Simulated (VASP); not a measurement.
The system is Bi.

```
Bi
1.0
     2.26750    1.30914    3.93800
    -2.26750    1.30914    3.93800
     0.00000   -2.61828    3.93800
Bi
2
Cartesian
  0.0000 0.0000 2.7645
  0.0000 0.0000 9.0495
```

* Program: VASP 6.6.1
* Task: relaxation of volume and atoms at fixed shape
* Functional: LDA
* Potentials or basis: VASP PAW LDA potentials, release 64 (Bi_d)
* Cutoff: 600 eV
* k mesh: 6 × 6 × 6
* Occupations: methfessel-paxton, width 0.1 eV
* Spin: no spin polarisation

At the start: pressure -1.4 GPa; volume 35.07 Å³/atom.

Problem. Where does the relaxation end?

Solution. Over 10 steps the energy falls by 5.2 meV/atom and the volume is 33.85 Å³/atom (-3.5 %); space group R-3m (No. 166, to 0.1 Å) before and after.

The path:
```csv
step,energy change (eV),largest force (eV/Å),pressure (GPa),volume (Å³)
1,0.0000,0.0111,-1.40,70.14
2,-0.0053,0.1966,0.95,67.07
3,-0.0086,0.1138,-0.03,68.22
4,-0.0086,0.1174,-0.02,68.18
5,-0.0085,0.1284,0.15,68.03
6,-0.0086,0.1195,0.06,68.14
7,-0.0096,0.0786,0.09,67.98
8,-0.0102,0.0416,0.11,67.83
9,-0.0101,0.0287,0.16,67.53
10,-0.0103,0.0146,0.07,67.70
```

Final structure:
```cif
data_structure
_symmetry_space_group_name_H-M 'P 1'
_symmetry_Int_Tables_number 1
_cell_length_a 4.6736
_cell_length_b 4.6736
_cell_length_c 4.6736
_cell_angle_alpha 57.304
_cell_angle_beta 57.304
_cell_angle_gamma 57.304
_cell_volume 67.70
loop_
_atom_site_label
_atom_site_type_symbol
_atom_site_fract_x
_atom_site_fract_y
_atom_site_fract_z
_atom_site_occupancy
Bi1 Bi 0.23523 0.23523 0.23523 1
Bi2 Bi 0.76477 0.76477 0.76477 1
```
